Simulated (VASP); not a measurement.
Write the native input for VASP 6.6.1 that does the following.

```
Task                   : single point
Functional             : PBEsol
Potentials or basis    : VASP PAW PBE potentials, release 64 (Hf_pv, N)
Cutoff                 : 520 eV
k mesh                 : 18 × 18 × 18
Occupations            : gaussian, width 0.15 eV
Spin                   : no spin polarisation
Dipole correction      : no
Further INCAR settings : ALGO = Normal; EDIFF = 1e-06; NBANDS = 14
```

The structure of HfN lies in POSCAR:

```
HfN
1.0
    0.0000000000      2.2420575000      2.2590000000
    2.2759425000      0.0000000000      2.2590000000
    2.2759425000      2.2420575000      0.0000000000
Hf N
1 1
Direct
    0.0000000000      0.0000000000      0.0000000000
    0.5000000000      0.5000000000      0.5000000000
```

This cell differs from its parent crystal: strain +0.0075 x Voigt [1, -1, 0, 0, 0, 0].

The input as run:

INCAR

```
SYSTEM = HfN
ALGO     = Normal         ! electronic algorithm
EDIFF    = 1E-6           ! SCF threshold, eV
ENCUT    = 520            ! plane-wave cutoff, eV
GGA      = PS             ! functional
ISIF     = 2              ! what is computed and relaxed
ISMEAR   = 0              ! smearing method
LASPH    = .TRUE.         ! aspherical terms in the spheres
LCHARG   = .FALSE.        ! write CHGCAR
LREAL    = .FALSE.        ! projectors in reciprocal space
LWAVE    = .FALSE.        ! write WAVECAR
NBANDS   = 14             ! bands
NELM     = 60             ! most SCF steps
PREC     = Accurate       ! precision mode
SIGMA    = 0.15           ! smearing width, eV
```

KPOINTS

```
k-points
0
G
  18 18 18
  0 0 0
```

Potentials or basis: VASP PAW PBE potentials, release 64 (Hf_pv, N).

Launch:

```sh
$ cat potpaw_PBE.64/Hf_pv/POTCAR potpaw_PBE.64/N/POTCAR > POTCAR
$ mpirun -np 1 vasp_std > vasp.out
```

It gave:

```
Pressure : -5.1 GPa
```

Caveat: the cell differs from its parent crystal (strain +0.0075 x Voigt [1, -1, 0, 0, 0, 0]); the PAW data sets were made with another functional, which shifts forces and pressure a little.

It took 2.1 min on 1 thread of Intel(R) Xeon(R) 6975P-C (Granite Rapids), with other jobs on the host, peak memory 0.38 GiB.
